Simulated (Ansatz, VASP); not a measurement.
## Two plane-wave programs on BeTe

```
Be Te
1.0
     0.00000    2.71479    2.71479
     2.71479    0.00000    2.71479
     2.71479    2.71479    0.00000
Be Te
1 1
Direct
  0.00000 0.00000 0.00000
  0.75000 0.75000 0.75000
```

Alike in both runs: task single point; functional PBEsol; k mesh 8 × 8 × 8; occupations gaussian, width 0.02 eV; no spin polarisation.

```csv
,VASP,Ansatz
version,VASP 6.6.1,Ansatz 0.2.0
potentials or method,"VASP PAW PBE potentials, release 64 (Be, Te), cutoff 600 eV","scalar-relativistic, plane waves, PAW"
valence electrons in the cell,8,18
```

Ansatz gave:

- gap on the k mesh at the Fermi level (eV): 1.58
- least direct gap on the mesh (eV): 3.51
- pressure (GPa): 6.9

Task: Estimate VASP's values.

Result: gap on the k mesh at the Fermi level (eV): 1.56; least direct gap on the mesh (eV): 3.49; pressure (GPa): 7.3.

VASP's potentials were made for PBE, not for PBEsol. VASP's potentials hold 8 valence electrons a cell and Ansatz's 18, so a difference there can come from the potentials and not from the codes.

Spin-orbit coupling is off throughout.
